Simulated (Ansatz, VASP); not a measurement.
**One calculation of TaNb2O5, two programs**

```
Ta Nb O
1.0
     3.70100    0.00000    0.00000
     0.00000    3.70100    0.00000
     0.00000    0.00000    6.85482
Ta Nb O
1 2 5
Cartesian
  1.8505 1.8505 0.0000
  0.0000 0.0000 1.6504
  0.0000 0.0000 5.2044
  0.0000 0.0000 0.0000
  0.0000 1.8505 5.0743
  1.8505 0.0000 5.0743
  0.0000 1.8505 1.7805
  1.8505 0.0000 1.7805
```

Alike in both runs: task relaxation of cell and atoms; functional PBE; k mesh 3 × 3 × 2; occupations gaussian, width 0.15 eV; no spin polarisation.

|  | VASP | Ansatz |
| --- | --- | --- |
| version | VASP 6.6.1 | Ansatz 0.2.0 |
| potentials or method | VASP PAW PBE potentials, release 64 (Ta_pv, Nb_sv, O), cutoff 600 eV | scalar-relativistic, plane waves, PAW |
| valence electrons in the cell | 67 | 69 |

VASP gave:

```
gap on the k mesh at the Fermi level, each at its own relaxed structure (eV) : none
relaxed volume (Å³/atom)                                                     : 13.97
relaxed cell length with the largest relative difference (Å)                 : 3.943
```

Q: What did Ansatz give for the same quantities?

A: gap on the k mesh at the Fermi level, each at its own relaxed structure (eV): none; relaxed volume (Å³/atom): 13.99; relaxed cell length with the largest relative difference (Å): 3.946.

A gap of «none» marks a metal or a gap that the smearing closes. VASP's potentials hold 67 valence electrons a cell and Ansatz's 69, so a difference there can come from the potentials and not from the codes.

The k mesh is coarse, so the values compare programs but aren't converged. Neither program's run includes spin-orbit coupling. Noted on VASP's run: the volume moved by over 15 % at a fixed basis, so the end points are rough.
